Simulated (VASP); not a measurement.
# Ru (P6_3/mmc) in VASP: a series of runs

Ru is run at these levels: r2SCAN; tasks: relaxation of cell and atoms.

Everything below comes from runs of VASP 6.6.1. Logs are shortened: lines on timing, memory, paths and dates and some standing lists are left out, and cuts for length are marked.

## Step 1: The cell of the first run

The structure is hexagonal, space group P6_3/mmc (No. 194). The conventional cell has a = 2.706 Å, b = 2.706 Å, c = 4.282 Å, α = 90.00°, β = 90.00°, γ = 120.00°. Ru (site symmetry -6m2) has 12 Ru at 2.65 to 2.71 Å within 3.5 Å.

## Step 2: Relaxation of cell and atoms, r2SCAN, target pressure 4 GPa, at which the enthalpy is minimised

POSCAR

```
Ru
1.0
    2.7058000000      0.0000000000      0.0000000000
   -1.3529000000      2.3432920000      0.0000000000
    0.0000000000      0.0000000000      4.2819000000
Ru
2
Direct
    0.3333333333      0.6666666667      0.2500000000
    0.6666666667      0.3333333333      0.7500000000
```

INCAR.step1

```
SYSTEM = Ru
PREC = Accurate ; ENCUT = 600
ISMEAR = -1 ; SIGMA = 0.1
LREAL = .False. ; LASPH = .True.
NELM = 100 ; GGA = PE
ALGO = Normal ; EDIFF = 1E-4
LWAVE = .True. ; LCHARG = .False.
```

INCAR.step2

```
SYSTEM = Ru
PREC = Accurate ; ENCUT = 600
EDIFF = 1E-6 ; ISMEAR = -1
SIGMA = 0.1 ; LREAL = .False.
LASPH = .True. ; NELM = 100
ALGO = Normal ; ISIF = 3
LWAVE = .False. ; LCHARG = .False.
METAGGA = R2SCAN ; LMIXTAU = .True.
IBRION = 2 ; NSW = 80
EDIFFG = -0.05 ; PSTRESS = 40.0
ISTART = 1
```

KPOINTS

```
regular mesh
0
Gamma
  16 16 9
  0 0 0
```

Potentials or basis: VASP PAW PBE potentials, release 64 (Ru_pv).

On the command line:

```console
cat potpaw_PBE.64/Ru_pv/POTCAR > POTCAR
cp INCAR.step1 INCAR
mpirun -np 1 vasp_std > vasp.out
cp INCAR.step2 INCAR
mpirun -np 1 vasp_std > vasp.out
```

OUTCAR:

```text
SYSTEM = Ru
   PREC = Accurate
   ENCUT = 600
   EDIFF = 1E-6
   ISMEAR = -1
   LREAL = .False.
   LASPH = .True.
   NELM = 100
   ISIF = 3
   METAGGA = R2SCAN
   IBRION = 2
   NSW = 80
   EDIFFG = -0.05
   PSTRESS = 40.0
   ISTART = 1

 ion  position               nearest neighbor table
   1  0.333  0.667  0.250-   2 2.65   2 2.65   2 2.65   2 2.65   2 2.65   2 2.65
   2  0.667  0.333  0.750-   1 2.65   1 2.65   1 2.65   1 2.65   1 2.65   1 2.65

  LATTYP: Found a hexagonal cell.
 ALAT       =     2.7058000000
 C/A-ratio  =     1.5824894671

  Lattice vectors:

 A1 = (   2.7058000000,   0.0000000000,   0.0000000000)
 A2 = (  -1.3529000000,   2.3432920000,   0.0000000000)
 A3 = (   0.0000000000,   0.0000000000,   4.2819000000)

Analysis of symmetry for initial positions (statically):
=====================================================================
 Subroutine PRICEL returns:
 Original cell was already a primitive cell.

 Routine SETGRP: Setting up the symmetry group for a
 hexagonal supercell.

 Subroutine GETGRP returns: Found 24 space group operations
 (whereof 12 operations were pure point group operations)
 out of a pool of 24 trial point group operations.

The static configuration has the point symmetry D_3d.
 The point group associated with its full space group is D_6h.

Analysis of symmetry for dynamics (positions and initial velocities):
=====================================================================
 Subroutine PRICEL returns:
 Original cell was already a primitive cell.

 Routine SETGRP: Setting up the symmetry group for a
 hexagonal supercell.

 Subroutine GETGRP returns: Found 24 space group operations
 (whereof 12 operations were pure point group operations)
 out of a pool of 24 trial point group operations.

The dynamic configuration has the point symmetry D_3d.
 The point group associated with its full space group is D_6h.

 Subroutine INISYM returns: Found 24 space group operations
 (whereof 12 operations are pure point group operations),
 and found     1 'primitive' translations

----------------------------------------------------------------------------------------

                                     Primitive cell

  volume of cell :      27.1493

  direct lattice vectors                    reciprocal lattice vectors
     2.705800000  0.000000000  0.000000000     0.369576465  0.213375030  0.000000000
    -1.352900000  2.343292000  0.000000000     0.000000000  0.426750059  0.000000000
     0.000000000  0.000000000  4.281900000     0.000000000  0.000000000  0.233541185

  length of vectors
     2.705800000  2.705800400  4.281900000     0.426750122  0.426750059  0.233541185

  position of ions in fractional coordinates (direct lattice)
     0.333333333  0.666666667  0.250000000
     0.666666667  0.333333333  0.750000000

  ion indices of the primitive-cell ions
   primitive index   ion index
                 1           1
                 2           2

----------------------------------------------------------------------------------------

 KPOINTS: regular mesh

Automatic generation of k-mesh.
 Grid dimensions read from file:
 generate k-points for:   16   16    9

 Generating k-lattice:

  Cartesian coordinates                     Fractional coordinates (reciprocal lattice)
     0.023098529  0.013335939  0.000000000     0.062500000  0.000000000  0.000000000
     0.000000000  0.026671879  0.000000000     0.000000000  0.062500000  0.000000000
     0.000000000  0.000000000  0.025949021     0.000000000  0.000000000  0.111111111

  Length of vectors
     0.026671883  0.026671879  0.025949021

  Shift w.r.t. Gamma in fractional coordinates (k-lattice)
     0.000000000  0.000000000  0.000000000

 Subroutine IBZKPT returns following result:
 ===========================================

 Found    150 irreducible k-points:

 Following reciprocal coordinates:
            Coordinates               Weight
  0.000000  0.000000  0.000000      1.000000
  0.062500  0.000000  0.000000      6.000000
  0.125000  0.000000  0.000000      6.000000
  0.187500  0.000000  0.000000      6.000000
  0.250000  0.000000  0.000000      6.000000
  0.312500  0.000000  0.000000      6.000000
[... 16 lines left out ...]
  0.187500  0.187500  0.000000      6.000000
  0.250000  0.187500  0.000000     12.000000
 [... further k-points ...]
   k-points           NKPTS =    150   k-points in BZ     NKDIM =    150   number of bands    NBANDS=     18
   number of dos      NEDOS =    301   number of ions     NIONS =      2
   total plane-waves  NPLWV =  20736
   dimension x,y,z NGX =    24 NGY =   24 NGZ =   36
   dimension x,y,z NGXF=    48 NGYF=   48 NGZF=   72
   ions per type =               2
   NGX,Y,Z   is equivalent  to a cutoff of  14.75, 14.75, 13.98 a.u.
   NGXF,Y,Z  is equivalent  to a cutoff of  29.49, 29.49, 27.95 a.u.
 SYSTEM =  Ru
   PREC   = accura    normal or accurate (medium, high low for compatibility)
   ISTART =      1    job   : 0-new  1-cont  2-samecut
   ICHARG =      0    charge: 1-file 2-atom 10-const
   ISPIN  =      1    spin polarized calculation?
   LNONCOLLINEAR =      F non collinear calculations
   LSORBIT =      F    spin-orbit coupling
   LASPH  =      T    aspherical Exc in radial PAW
   ENCUT  =  600.0 eV  44.10 Ry    6.64 a.u.   5.40  5.40  8.55*2*pi/ulx,y,z
   NELM   =    100;   NELMIN=  2; NELMDL=  0     # of ELM steps
   EDIFF  = 0.1E-05   stopping-criterion for ELM
   LREAL  =      F    real-space projection
   EDIFFG = -.5E-01   stopping-criterion for IOM
   NSW    =     80    number of steps for IOM
   IBRION =      2    ionic relax: 0-MD 1-quasi-New 2-CG
   NFREE  =      1    steps in history (QN), initial steepest desc. (CG)
   ISIF   =      3    stress and relaxation
   ISYM   =      2    0-nonsym 1-usesym 2-fastsym
   POTIM  = 0.5000    time-step for ionic-motion
   TEBEG  =    0.0;   TEEND  =   0.0 temperature during run
   PSTRESS=   40.0 pullay stress
   NELECT =      28.0000    total number of electrons
   NUPDOWN=      -1.0000    fix difference up-down
   EMIN   =  10.00;   EMAX   =-10.00  energy-range for DOS
   EFERMI =   0.00;   METHOD = LEGACY
   ISMEAR =    -1;   SIGMA  =   0.10  broadening in eV -4-tet -1-fermi 0-gaus
   EFERMI_NEDOS =   21; number of points for ismear=-14 and -15
   IALGO  =     38    algorithm
   IMIX   =      4    mixing-type and parameters
     AMIX     =   0.40;   BMIX     =  1.00
     AMIX_MAG =   1.60;   BMIX_MAG =  1.00
  volume/ion in A,a.u.               =      13.57        91.61
  Fermi-wavevector in a.u.,A,eV,Ry     =   1.654022  3.125648 37.222669  2.735789
  Thomas-Fermi vector in A             =   2.742361
   LORBIT       =      0    0 simple, 1 ext, 2 COOP (PROOUT), +10 PAW based schemes
   METAGGA = R2SCAN    functional components
   LHFCALC =     F    Hartree Fock is set to
   AEXX    =    0.0000 exact exchange contribution
   IVDW    =     0    specifies the selected vdW correction
   LEPSILON=     F    determine dielectric tensor
   LRPA    =     F    only Hartree local field effects (RPA)
 conjugate gradient relaxation of ions
 non-spin polarized calculation
  energy-cutoff  :      600.00
  volume of cell :       27.15
 maximum number of plane-waves:       935
 NGX is ok and might be reduce to    24
   NGX = 11   NGY = 11   NGZ = 17

--------------------------------------- Ionic step        1  -------------------------------------------

 number of electron      28.0000002 magnetization

 Free energy of the ion-electron system (eV)
  ---------------------------------------------------
  ext. energy  EPLUGINS =         0.00000000
  ---------------------------------------------------
  free energy    TOTEN  =       -50.88028716 eV

  energy without entropy =      -50.83048063  energy(sigma->0) =      -50.85538389

------------------------ aborting loop because EDIFF is reached ----------------------------------------

  FORCE on cell =-STRESS in cart. coord.  units (eV):
  Direction    XX          YY          ZZ          XY          YZ          ZX
  --------------------------------------------------------------------------------------
  -------------------------------------------------------------------------------------
  Total        0.0563852      0.0563852     -0.3245674     -0.0000000      0.0000000      0.0000000
  in kB        3.3274897      3.3274910    -19.1538820     -0.0000000      0.0000000      0.0000000
  external PRESSURE =     -44.1663004 kB  Pullay stress =      40.0000000 kB
[... 99 lines left out ...]
  enthalpy is  TOTEN    =       -50.2077370431 eV   P V=        0.6691818222

--------------------------------------- Ionic step        4  -------------------------------------------

 number of electron      27.9999998 magnetization

 Free energy of the ion-electron system (eV)
  ---------------------------------------------------
  ext. energy  EPLUGINS =         0.00000000
  ---------------------------------------------------
  free energy    TOTEN  =       -50.87674858 eV

  energy without entropy =      -50.82828444  energy(sigma->0) =      -50.85251651

 E-fermi :  12.9891     XC(G=0): -15.5038

 val. band max:       12.9866775947   @ k =   0.4375   0.0625   0.3333
 cond. band min:      13.0182767140   @ k =   0.2500   0.0625   0.2222
 fundamental gap:      0.0315991193
 Fermi energy:        12.9890896597

 k-point     1 :       0.0000    0.0000    0.0000
  band No.  band energies     occupation
      1     -32.1735      2.00000
      2     -31.1247      2.00000
      3     -31.1247      2.00000
      4     -30.9321      2.00000
      5     -30.9321      2.00000
      6     -30.8802      2.00000
[... 10 lines left out ...]
     17      14.2260      0.00001
     18      14.3649      0.00000
[... 466 lines left out ...]
      2     -31.7295      2.00000
      3     -31.6570      2.00000
      4     -31.3719      2.00000
      5     -31.1696      2.00000
      6     -31.1353      2.00000
[... 10 lines left out ...]
     17      15.6963      0.00000
     18      21.3783      0.00000

 [... further k-points ...]

------------------------ aborting loop because EDIFF is reached ----------------------------------------

  FORCE on cell =-STRESS in cart. coord.  units (eV):
  Direction    XX          YY          ZZ          XY          YZ          ZX
  --------------------------------------------------------------------------------------
  -------------------------------------------------------------------------------------
  Total        0.7354703      0.7354706      0.5763109     -0.0000000     -0.0000000     -0.0000000
  in kB       43.9736528     43.9736701     34.4575378     -0.0000000     -0.0000000     -0.0000000
  external PRESSURE =       0.8016202 kB  Pullay stress =      40.0000000 kB
[... 17 lines left out ...]
  FREE ENERGIE OF THE ION-ELECTRON SYSTEM (eV)
  ---------------------------------------------------
  free  energy   TOTEN  =       -50.8767485824 eV

  energy  without entropy=      -50.8282844445  energy(sigma->0) =      -50.85251651

  enthalpy is  TOTEN    =       -50.2077385964 eV   P V=        0.6690099860

 reached required accuracy - stopping structural energy minimisation
```

Run time: 7.1 min. Hardware: 1 thread of Intel Xeon Platinum 8488C (Sapphire Rapids), shared host; peak memory 0.22 GiB.

Results:

```yaml
Free_energy: -50.8767 eV
Relaxed_volume: 13.40 Å³/atom
Relaxed_cell: a = 2.696 Å, b = 2.696 Å, c = 4.257 Å, α = 90.00°, β = 90.00°, γ = 120.00°
Space_group_after_relaxing_to_0.1_Å: P6_3/mmc (No. 194)
Energy_change_on_relaxing_the_run_minimises_the_enthalpy: +1.8 meV/atom
Ionic_steps: 4
Pressure_after_relaxing: 4.1 GPa
Band_gap_on_the_k_mesh: zero (bands 14 and 15 overlap by 3.36 eV)
```

The path:
```csv
step,energy change (eV),largest force (eV/Å),pressure (GPa),volume (Å³)
1,0.0000,0.0000,-0.42,27.15
2,0.0869,0.0000,20.66,25.70
3,0.0034,0.0000,4.02,26.80
4,0.0035,0.0000,4.08,26.80
```

Final structure:
```xyz
2
Lattice="2.6960 0.0000 0.0000 -1.3480 2.3348 0.0000 0.0000 0.0000 4.2570" Properties=species:S:1:pos:R:3 pbc="T T T"
Ru    0.0000    1.5566    1.0642
Ru    1.3480    0.7783    3.1927
```

Caveat: the cell is relaxed towards a set pressure, so the run minimises the enthalpy, not the energy; the PAW data sets were made with another functional, which shifts forces and pressure a little.

## Step 3: Relaxation of cell and atoms, r2SCAN, target pressure 6 GPa, at which the enthalpy is minimised

POSCAR is that of step 2.

INCAR.step1

```
ALGO     = Normal         # electronic algorithm
EDIFF    = 1E-4           # SCF threshold, eV
ENCUT    = 600            # plane-wave cutoff, eV
GGA      = PE             # functional
ISMEAR   = -1             # smearing method
LASPH    = T              # aspherical terms in the spheres
LCHARG   = F              # write CHGCAR
LREAL    = F              # projectors in reciprocal space
LWAVE    = T              # write WAVECAR
NELM     = 60             # most SCF steps
PREC     = Accurate       # precision mode
SIGMA    = 0.1            # smearing width, eV
```

INCAR.step2

```
ALGO     = Normal         # electronic algorithm
EDIFF    = 1E-6           # SCF threshold, eV
EDIFFG   = -0.05          # ionic threshold
ENCUT    = 600            # plane-wave cutoff, eV
IBRION   = 2              # ionic algorithm
ISIF     = 3              # what is computed and relaxed
ISMEAR   = -1             # smearing method
ISTART   = 1            
LASPH    = T              # aspherical terms in the spheres
LCHARG   = F              # write CHGCAR
LMIXTAU  = T            
LREAL    = F              # projectors in reciprocal space
LWAVE    = F              # write WAVECAR
METAGGA  = R2SCAN         # meta-GGA
NELM     = 60             # most SCF steps
NSW      = 80             # ionic steps
PREC     = Accurate       # precision mode
PSTRESS  = 60.0         
SIGMA    = 0.1            # smearing width, eV
```

KPOINTS

```
k-points
0
Gamma
  16 16 9
```

Potentials or basis: VASP PAW PBE potentials, release 64 (Ru_pv).

On the command line:

```console
cat potpaw_PBE.64/Ru_pv/POTCAR > POTCAR
cp INCAR.step1 INCAR
mpirun -np 1 vasp_std > vasp.out
cp INCAR.step2 INCAR
mpirun -np 1 vasp_std > vasp.out
```

Run time: 7.2 min. Hardware: 1 thread of Intel Xeon Platinum 8488C (Sapphire Rapids), shared host; peak memory 0.22 GiB.

It converged, with:

| Item | Value |
| --- | --- |
| Free energy | -50.8722 eV |
| Relaxed volume | 13.33 Å³/atom |
| Relaxed cell | a = 2.691 Å, b = 2.691 Å, c = 4.250 Å, α = 90.00°, β = 90.00°, γ = 120.00° |
| Space group after relaxing (to 0.1 Å) | P6_3/mmc (No. 194) |
| Energy change on relaxing (the run minimises the enthalpy) | +4.0 meV/atom |
| Ionic steps | 4 |
| Pressure after relaxing | 6.1 GPa |
| Band gap on the k mesh | zero (bands 14 and 15 overlap by 3.39 eV) |

Stress tensor (GPa, compression positive):
```
6.35 0.00 0.00
0.00 6.35 0.00
0.00 0.00 5.50
```

Step by step:
| step | energy change (eV) | largest force (eV/Å) | pressure (GPa) | volume (Å³) |
| --- | --- | --- | --- | --- |
| 1 | 0.0000 | 0.0000 | -0.42 | 27.15 |
| 2 | 0.1913 | 0.0000 | 32.16 | 25.07 |
| 3 | 0.0076 | 0.0000 | 5.88 | 26.67 |
| 4 | 0.0081 | 0.0000 | 6.06 | 26.65 |

Final structure:
```
Ru
1.0
     2.69118    0.00000    0.00000
    -1.34559    2.33063    0.00000
     0.00000    0.00000    4.24959
Ru
2
Cartesian
  0.0000 1.5538 1.0624
  1.3456 0.7769 3.1872
```

Levels at points of the mesh, in eV from the Fermi level:
| k point | band 11 | band 12 | band 13 | band 14 | band 15 | band 16 | band 17 | band 18 |
| --- | --- | --- | --- | --- | --- | --- | --- | --- |
| (0.00, 0.00, 0.00) | -2.59 | -2.07 | -2.07 | -1.54 | -1.54 | 1.25 | 1.25 | 1.38 |
| (0.50, 0.00, 0.00) | -2.24 | -1.93 | -1.62 | 1.49 | 1.95 | 2.04 | 4.32 | 6.53 |

Caveat: the cell is relaxed towards a set pressure, so the run minimises the enthalpy, not the energy; the PAW data sets were made with another functional, which shifts forces and pressure a little.

The gap in the log of VASP goes by the Fermi energy; the results here count the filled bands.